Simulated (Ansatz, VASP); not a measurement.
**Hf in VASP and in Ansatz**

```
CELL_PARAMETERS angstrom
0.00000 3.25297 3.25297
3.25297 0.00000 3.25297
3.25297 3.25297 0.00000
ATOMIC_POSITIONS crystal
Hf 0.12500 0.12500 0.12500
Hf 0.87500 0.87500 0.87500
```

Alike in both runs: task single point; functional BLYP; k mesh 9 × 9 × 9; occupations fermi-dirac, width 0.1 eV; no spin polarisation.

|  | VASP | Ansatz |
| --- | --- | --- |
| version | VASP 6.6.1 | Ansatz 0.2.0 |
| potentials or method | VASP PAW PBE potentials, release 64 (Hf_pv), cutoff 520 eV | plane waves (420 eV) with PAW, scalar-relativistic |
| valence electrons in the cell | 20 | 52 |

```csv
,VASP,Ansatz,Ansatz less VASP
pressure (GPa),2.4,2.5,+0.16
```

VASP's potentials were made for PBE, not for BLYP. With one functional, cell and mesh, what is left measures potentials, basis and numerics. VASP's potentials hold 20 valence electrons a cell and Ansatz's 52, so a difference there can come from the potentials and not from the codes.

Spin-orbit coupling is off throughout.
